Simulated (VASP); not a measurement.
# Rh (Im-3m) in VASP: notebook

Rh is run at these levels: r2SCAN; tasks: single point, relaxation of cell and atoms.

All numbers are computed with VASP 6.6.1; they aren't measurements. Logs are shortened: lines on timing, memory, paths and dates and some standing lists are left out, and cuts for length are marked.

### Step 1. The cell of the first run

Symmetry: Im-3m, No. 229, cubic system. The conventional cell has a = 3.046 Å, b = 3.046 Å, c = 3.046 Å, α = 90.00°, β = 90.00°, γ = 90.00°. Rh (site symmetry m-3m) has 14 Rh at 2.64 to 3.05 Å within 3.5 Å.

This isn't the form of Rh at room conditions, which is fcc.

### Step 2. Single point, r2SCAN

POSCAR reads:

```
Rh
1.0
   -1.5228835662      1.5228835662      1.5228835662
    1.5228835662     -1.5228835662      1.5228835662
    1.5228835662      1.5228835662     -1.5228835662
Rh
1
Direct
    0.0000000000      0.0000000000      0.0000000000
```

INCAR.step1 reads:

```
ALGO = Normal
EDIFF = 1E-4
ENCUT = 520
GGA = PE
ISMEAR = -1
LASPH = T
LCHARG = F
LREAL = F
LWAVE = T
NBANDS = 14
NELM = 80
PREC = Accurate
SIGMA = 0.1
```

INCAR.step2 reads:

```
ALGO = Normal
EDIFF = 1E-6
ENCUT = 520
ISIF = 2
ISMEAR = -1
ISTART = 1
LASPH = T
LCHARG = F
LMIXTAU = T
LREAL = F
LWAVE = F
METAGGA = R2SCAN
NBANDS = 14
NELM = 80
PREC = Accurate
SIGMA = 0.1
```

KPOINTS reads:

```
k-points
0
Gamma
  24 24 24
```

Potentials or basis: VASP PAW PBE potentials, release 64 (Rh_pv).

Run with:

```sh
cat potpaw_PBE.64/Rh_pv/POTCAR > POTCAR
cp INCAR.step1 INCAR
mpirun -np 1 vasp_std > vasp.out
cp INCAR.step2 INCAR
mpirun -np 1 vasp_std > vasp.out
```

OUTCAR:

```text
EDIFF = 1E-6
   ENCUT = 520
   ISIF = 2
   ISMEAR = -1
   ISTART = 1
   LASPH = T
   LREAL = F
   METAGGA = R2SCAN
   NELM = 80
   PREC = Accurate

 ion  position               nearest neighbor table
   1  0.000  0.000  0.000-

  LATTYP: Found a body centered cubic cell.
 ALAT       =     3.0457671324

  Lattice vectors:

 A1 = (  -1.5228835662,   1.5228835662,   1.5228835662)
 A2 = (   1.5228835662,  -1.5228835662,   1.5228835662)
 A3 = (   1.5228835662,   1.5228835662,  -1.5228835662)

Analysis of symmetry for initial positions (statically):
=====================================================================
 Subroutine PRICEL returns:
 Original cell was already a primitive cell.

 Routine SETGRP: Setting up the symmetry group for a
 body centered cubic supercell.

 Subroutine GETGRP returns: Found 48 space group operations
 (whereof 48 operations were pure point group operations)
 out of a pool of 48 trial point group operations.

The static configuration has the point symmetry O_h .

Analysis of symmetry for dynamics (positions and initial velocities):
=====================================================================
 Subroutine PRICEL returns:
 Original cell was already a primitive cell.

 Routine SETGRP: Setting up the symmetry group for a
 body centered cubic supercell.

 Subroutine GETGRP returns: Found 48 space group operations
 (whereof 48 operations were pure point group operations)
 out of a pool of 48 trial point group operations.

The dynamic configuration has the point symmetry O_h .

 Subroutine INISYM returns: Found 48 space group operations
 (whereof 48 operations are pure point group operations),
 and found     1 'primitive' translations

----------------------------------------------------------------------------------------

                                     Primitive cell

  volume of cell :      14.1273

  direct lattice vectors                    reciprocal lattice vectors
    -1.522883566  1.522883566  1.522883566     0.000000000  0.328324510  0.328324510
     1.522883566 -1.522883566  1.522883566     0.328324510  0.000000000  0.328324510
     1.522883566  1.522883566 -1.522883566     0.328324510  0.328324510  0.000000000

  length of vectors
     2.637711711  2.637711711  2.637711711     0.464320974  0.464320974  0.464320974
[... 83 lines left out ...]
   IBRION =     -1    ionic relax: 0-MD 1-quasi-New 2-CG
   NFREE  =      0    steps in history (QN), initial steepest desc. (CG)
   ISIF   =      2    stress and relaxation
   ISYM   =      2    0-nonsym 1-usesym 2-fastsym
   POTIM  = 0.5000    time-step for ionic-motion
   TEBEG  =    0.0;   TEEND  =   0.0 temperature during run
   PSTRESS=    0.0 pullay stress
   NELECT =      15.0000    total number of electrons
   NUPDOWN=      -1.0000    fix difference up-down
   EMIN   =  10.00;   EMAX   =-10.00  energy-range for DOS
   EFERMI =   0.00;   METHOD = LEGACY
   ISMEAR =    -1;   SIGMA  =   0.10  broadening in eV -4-tet -1-fermi 0-gaus
   EFERMI_NEDOS =   21; number of points for ismear=-14 and -15
   IALGO  =     38    algorithm
   IMIX   =      4    mixing-type and parameters
     AMIX     =   0.40;   BMIX     =  1.00
     AMIX_MAG =   1.60;   BMIX_MAG =  1.00
  volume/ion in A,a.u.               =      14.13        95.34
  Fermi-wavevector in a.u.,A,eV,Ry     =   1.670136  3.156100 37.951477  2.789355
  Thomas-Fermi vector in A             =   2.755687
   LORBIT       =      0    0 simple, 1 ext, 2 COOP (PROOUT), +10 PAW based schemes
   METAGGA = R2SCAN    functional components
   LHFCALC =     F    Hartree Fock is set to
   AEXX    =    0.0000 exact exchange contribution
   IVDW    =     0    specifies the selected vdW correction
   LEPSILON=     F    determine dielectric tensor
   LRPA    =     F    only Hartree local field effects (RPA)
 non-spin polarized calculation
  energy-cutoff  :      520.00
  volume of cell :       14.13
 maximum number of plane-waves:       394
   NGX =  9   NGY =  9   NGZ =  9

 number of electron      14.9999997 magnetization

 Free energy of the ion-electron system (eV)
  ---------------------------------------------------
  ext. energy  EPLUGINS =         0.00000000
  ---------------------------------------------------
  free energy    TOTEN  =       -23.80327601 eV

  energy without entropy =      -23.73391848  energy(sigma->0) =      -23.76859725

 E-fermi :  11.0754     XC(G=0): -14.9621

 val. band max:       11.0684519235   @ k =   0.2917   0.2500   0.0417
 cond. band min:      11.0792959881   @ k =   0.2917   0.2083   0.0417
 fundamental gap:      0.0108440646
 Fermi energy:        11.0753956086

 k-point     1 :       0.0000    0.0000    0.0000
  band No.  band energies     occupation
      1     -36.3227      2.00000
      2     -36.3227      2.00000
      3     -36.3227      2.00000
      4       3.3012      2.00000
      5       8.1364      2.00000
      6       8.1364      2.00000
      7       8.1364      2.00000
      8      10.5762      1.98650
      9      10.5762      1.98650
     10      29.0176      0.00000
     11      30.4341      0.00000
     12      30.4341      0.00000
     13      30.4341      0.00000
     14      40.6952      0.00000
[... 377 lines left out ...]
      1     -37.0456      2.00000
      2     -36.5705      2.00000
      3     -36.3284      2.00000
      4       5.2017      2.00000
      5       6.6112      2.00000
      6      10.5178      1.99246
      7      10.7936      1.88727
      8      12.0651      0.00010
      9      13.3409      0.00000
     10      20.8910      0.00000
     11      26.4358      0.00000
     12      29.0182      0.00000
     13      30.2211      0.00000
     14      37.6797      0.00000

 [... further k-points ...]

------------------------ aborting loop because EDIFF is reached ----------------------------------------

  FORCE on cell =-STRESS in cart. coord.  units (eV):
  Direction    XX          YY          ZZ          XY          YZ          ZX
  --------------------------------------------------------------------------------------
  -------------------------------------------------------------------------------------
  Total        0.1045803      0.1045803      0.1045803      0.0000000      0.0000000     -0.0000000
  in kB       11.8604318     11.8604318     11.8604318      0.0000000      0.0000000     -0.0000000
  external PRESSURE =      11.8604318 kB  Pullay stress =       0.0000000 kB

 VOLUME and BASIS-vectors are now :
 -----------------------------------------------------------------------------
  energy-cutoff  :      520.00
  volume of cell :       14.13
      direct lattice vectors                 reciprocal lattice vectors
    -1.522883566  1.522883566  1.522883566     0.000000000  0.328324510  0.328324510
     1.522883566 -1.522883566  1.522883566     0.328324510  0.000000000  0.328324510
     1.522883566  1.522883566 -1.522883566     0.328324510  0.328324510  0.000000000

 POSITION                                       TOTAL-FORCE (eV/Angst)
 -----------------------------------------------------------------------------------
      0.00000      0.00000      0.00000         0.000000      0.000000      0.000000
 -----------------------------------------------------------------------------------
    total drift:                                0.000000     -0.000000     -0.000000

  FREE ENERGIE OF THE ION-ELECTRON SYSTEM (eV)
  ---------------------------------------------------
  free  energy   TOTEN  =       -23.8032760099 eV

  energy  without entropy=      -23.7339184802  energy(sigma->0) =      -23.76859725
```

OSZICAR.step1:

```text
N       E                     dE             d eps       ncg     rms          rms(c)
DAV:   1     0.120192562591E+03    0.12019E+03   -0.87664E+03 11596   0.114E+03
DAV:   2    -0.581291314536E+01   -0.12601E+03   -0.12060E+03 12674   0.339E+02
DAV:   3    -0.734011161123E+01   -0.15272E+01   -0.15233E+01 14102   0.413E+01
DAV:   4    -0.734592716477E+01   -0.58156E-02   -0.58152E-02 13532   0.260E+00
DAV:   5    -0.734598153153E+01   -0.54367E-04   -0.54364E-04 13882   0.221E-01    0.989E+00
DAV:   6    -0.695299817979E+01    0.39298E+00   -0.71391E-01 12452   0.111E+01    0.386E+00
DAV:   7    -0.693975841131E+01    0.13240E-01   -0.16088E-02 14006   0.140E+00    0.185E+00
DAV:   8    -0.693700591918E+01    0.27525E-02   -0.29744E-03 12086   0.717E-01    0.150E-01
DAV:   9    -0.693693206008E+01    0.73859E-04   -0.67926E-05  7864   0.116E-01
   1 F= -.69369321E+01 E0= -.68995940E+01  d E =-.746761E-01
```

Run time: 3.1 min. Hardware: 1 thread of AMD EPYC 7R13 (Zen 3), shared host; peak memory 0.16 GiB.

What came out:

```yaml
Free_energy: -23.8033 eV
Pressure: 1.2 GPa
Band_gap_on_the_k_mesh: zero (an odd number of electrons rules out a gap without spin polarisation)
```

Caveat: the PAW data sets were made with another functional, which shifts forces and pressure a little.

### Step 3. Relaxation of cell and atoms, r2SCAN

This run uses another cell than the first one, of 13.75 Å³/atom.

POSCAR reads:

```
Rh
1.0
   -1.5092612352      1.5092612352      1.5092612352
    1.5092612352     -1.5092612352      1.5092612352
    1.5092612352      1.5092612352     -1.5092612352
Rh
1
Direct
    0.0000000000      0.0000000000      0.0000000000
```

INCAR.step1 reads:

```
ALGO = Normal
EDIFF = 1E-4
ENCUT = 600
GGA = PE
ISMEAR = -1
LASPH = T
LCHARG = F
LREAL = F
LWAVE = T
NELM = 100
PREC = Accurate
SIGMA = 0.1
```

INCAR.step2 reads:

```
ALGO = Normal
EDIFF = 1E-6
EDIFFG = -0.01
ENCUT = 600
IBRION = 2
ISIF = 3
ISMEAR = -1
ISTART = 1
LASPH = T
LCHARG = F
LMIXTAU = T
LREAL = F
LWAVE = F
METAGGA = R2SCAN
NELM = 100
NSW = 80
PREC = Accurate
SIGMA = 0.1
```

KPOINTS reads:

```
k-points
0
Gamma
  15 15 15
```

Potentials or basis: VASP PAW PBE potentials, release 64 (Rh_pv).

Run with:

```sh
cat potpaw_PBE.64/Rh_pv/POTCAR > POTCAR
cp INCAR.step1 INCAR
mpirun -np 1 vasp_std > vasp.out
cp INCAR.step2 INCAR
mpirun -np 1 vasp_std > vasp.out
```

It took 4.5 min on 1 thread of AMD EPYC 7R13 (Zen 3), shared host; peak memory 0.14 GiB.

The run converged. Its results:

| Quantity | Value |
| --- | --- |
| Free energy | -23.8017 eV |
| Relaxed volume | 14.19 Å³/atom |
| Relaxed cell | a = 2.642 Å, b = 2.642 Å, c = 2.642 Å, α = 109.47°, β = 109.47°, γ = 109.47° |
| Space group after relaxing (to 0.1 Å) | Im-3m (No. 229) |
| Energy gained by relaxing | 11.3 meV/atom |
| Ionic steps | 4 |
| Pressure after relaxing | 0.0 GPa |
| Band gap on the k mesh | zero (an odd number of electrons rules out a gap without spin polarisation) |

The path:
| step | energy change (eV) | largest force (eV/Å) | pressure (GPa) | volume (Å³) |
| --- | --- | --- | --- | --- |
| 1 | 0.0000 | 0.0000 | 8.60 | 13.75 |
| 2 | 0.0456 | 0.0000 | -15.55 | 15.27 |
| 3 | -0.0113 | 0.0000 | -0.15 | 14.20 |
| 4 | -0.0113 | 0.0000 | -0.02 | 14.19 |

Final structure:
```yaml
crystal:
  lattice:
    - [-1.52513, 1.52513, 1.52513]
    - [1.52513, -1.52513, 1.52513]
    - [1.52513, 1.52513, -1.52513]
  atoms:
    - { symbol: Rh, position: [0.00000, 0.00000, 0.00000] }
```

Levels at points of the mesh, in eV from the Fermi level:
| k point | band 4 | band 5 | band 6 | band 7 | band 8 | band 9 | band 10 | band 11 |
| --- | --- | --- | --- | --- | --- | --- | --- | --- |
| (0.00, 0.00, 0.00) | -7.75 | -2.93 | -2.93 | -2.93 | -0.50 | -0.50 | 17.95 | 19.34 |

Caveat: the PAW data sets were made with another functional, which shifts forces and pressure a little.
